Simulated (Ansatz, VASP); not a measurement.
## In2BiP: VASP beside Ansatz

File POSCAR:

```
In2BiP
1.0
    4.4688040933      0.0000000000      0.0000000000
    0.0000000000      4.4688040933      0.0000000000
    0.0000000000      0.0000000000     12.6691245472
P In Bi
2 4 2
Direct
    0.5000000000      0.0000000000      0.1077352053
    0.0000000000      0.5000000000      0.8922647947
    0.5000000000      0.5000000000      0.0000000000
    0.0000000000      0.0000000000      0.7834586983
    0.5000000000      0.5000000000      0.5000000000
    0.0000000000      0.0000000000      0.2165413017
    0.5000000000      0.0000000000      0.6414184671
    0.0000000000      0.5000000000      0.3585815329
```

The input INCAR.step1:

```
SYSTEM = In2BiP
ALGO = Normal ; EDIFF = 1E-4
ENCUT = 520 ; GGA = PE
ISMEAR = -1 ; LASPH = .TRUE.
LCHARG = .FALSE. ; LREAL = .FALSE.
LWAVE = .TRUE. ; NBANDS = 56
NELM = 60 ; PREC = Accurate
SIGMA = 0.02
```

INCAR.step2

```
SYSTEM = In2BiP
ALGO = Normal ; EDIFF = 1E-6
ENCUT = 520 ; ISIF = 2
ISMEAR = -1 ; ISTART = 1
LASPH = .TRUE. ; LCHARG = .FALSE.
LMIXTAU = .TRUE. ; LREAL = .FALSE.
LWAVE = .FALSE. ; METAGGA = R2SCAN
NBANDS = 56 ; NELM = 60
PREC = Accurate ; SIGMA = 0.02
```

Contents of KPOINTS:

```
k-points
0
G
  6 6 2
  0 0 0
```

Input for Ansatz:

```yaml
crystal:
  lattice:
    - [4.4688040933, 0.0, 0.0]
    - [0.0, 4.4688040933, 0.0]
    - [0.0, 0.0, 12.6691245472]
  atoms:
    - { symbol: P, position: [0.5, 0.0, 0.1077352053] }
    - { symbol: In, position: [0.5, 0.5, 0.0] }
    - { symbol: P, position: [0.0, 0.5, 0.8922647947] }
    - { symbol: In, position: [0.0, 0.0, 0.7834586983] }
    - { symbol: Bi, position: [0.5, 0.0, 0.6414184671] }
    - { symbol: In, position: [0.5, 0.5, 0.5] }
    - { symbol: Bi, position: [0.0, 0.5, 0.3585815329] }
    - { symbol: In, position: [0.0, 0.0, 0.2165413017] }
kpoints:
  mp_grid: { grid: [6, 6, 2] }
hamiltonian:
  xc: r2scan
scf:
  occupations: { method: fermi_dirac, width: 0.02 }
  n_extra_bands: 6
output:
  forces: true
  stress: true
  eigenvalues: true
```

Alike in both runs: task single point; functional r2SCAN; k mesh 6 × 6 × 2; occupations fermi-dirac, width 0.02 eV; no spin polarisation.

|  | VASP | Ansatz |
| --- | --- | --- |
| version | VASP 6.6.1 | Ansatz 0.2.0 |
| potentials or method | VASP PAW PBE potentials, release 64 (P, In_d, Bi_d) | plane waves, PAW |
| plane-wave cutoff (eV) | 520 | 500 |
| valence electrons in the cell | 92 | 92 |

Ansatz gave:

- pressure (GPa): 0.0

Q: Estimate VASP's values.

A: Pressure (GPa): -0.1.

VASP's potentials were made for PBE, not for r2SCAN. The functional is the same, so the differences come from potentials, cutoffs and numerics.

Spin-orbit coupling is off throughout.
